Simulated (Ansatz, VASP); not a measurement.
# One calculation of CoO, two programs

File INCAR:

```
PREC     = Accurate       # precision mode
ENCUT    = 520            # plane-wave cutoff, eV
EDIFF    = 1E-7           # SCF threshold, eV
ISMEAR   = -1             # smearing method
SIGMA    = 0.05           # smearing width, eV
LREAL    = False          # projectors in reciprocal space
LASPH    = True           # aspherical terms in the spheres
NELM     = 150            # most SCF steps
ALGO     = Normal         # electronic algorithm
ISIF     = 2              # what is computed and relaxed
LWAVE    = False          # write WAVECAR
LCHARG   = False          # write CHGCAR
ISPIN    = 2              # spin polarisation
MAGMOM   = 2 0            # initial moments
LORBIT   = 11             # projections on sites
LMAXMIX  = 4              # l up to which the mixer works
GGA      = PE             # functional
NBANDS   = 18             # bands
```

File KPOINTS:

```
Automatic mesh
0
Gamma
  16 16 16
```

POSCAR

```
CoO
1.0
    0.0000000000      2.1243711842      2.1243711842
    2.1243711842      0.0000000000      2.1243711842
    2.1243711842      2.1243711842      0.0000000000
Co O
1 1
Direct
    0.0000000000      0.0000000000      0.0000000000
    0.5000000000      0.5000000000      0.5000000000
```

Input for Ansatz:

```yaml
crystal:
  lattice:
    - [0.0, 2.1243711842, 2.1243711842]
    - [2.1243711842, 0.0, 2.1243711842]
    - [2.1243711842, 2.1243711842, 0.0]
  atoms:
    - { symbol: Co, position: [0.0, 0.0, 0.0], spin: 2.0 }
    - { symbol: O, position: [0.5, 0.5, 0.5] }
magnetization:
  spin_polarized: true
kpoints:
  mp_grid: { grid: [16, 16, 16] }
  band_path:
    path:
      - [0.0, 0.0, 0.0]
      - [0.5, 0.0, 0.5]
      - [0.625, 0.25, 0.625]
      - [0.375, 0.375, 0.75]
      - [0.0, 0.0, 0.0]
      - [0.5, 0.5, 0.5]
      - [0.5, 0.25, 0.75]
      - [0.5, 0.0, 0.5]
    npoints: 5
scf:
  occupations: { method: fermi_dirac, width: 0.05 }
hamiltonian:
  xc: pbe
  pseudopotentials: { kind: all_electron, lapw: { basis_error: 0.0005 } }
output:
  forces: true
  stress: true
  eigenvalues: true
```

Change from the starting cell: volume scaled by 0.99.

Alike in both runs: task single point; functional PBE; k mesh 16 × 16 × 16; occupations fermi-dirac, width 0.05 eV; collinear spin.

|  | VASP | Ansatz |
| --- | --- | --- |
| version | VASP 6.6.1 | Ansatz 0.2.0 |
| potentials or method | VASP PAW PBE potentials, release 64 (Co, O), cutoff 520 eV | all-electron LAPW, scalar-relativistic |

Ansatz gave:

| Item | Value |
| --- | --- |
| pressure (GPa) | -0.2 |
| net moment per atom (μB) | 1.46 |
| size of the moment on the site where the two differ most (μB) | 2.58 |

Problem. Estimate VASP's values.

Solution. Pressure (GPa): -0.7; net moment per atom (μB): 1.44; size of the moment on the site where the two differ most (μB): 2.54.

Site moments also hang on the region over which each program counts them. Ansatz ran all-electron here, and VASP with PAW potentials.
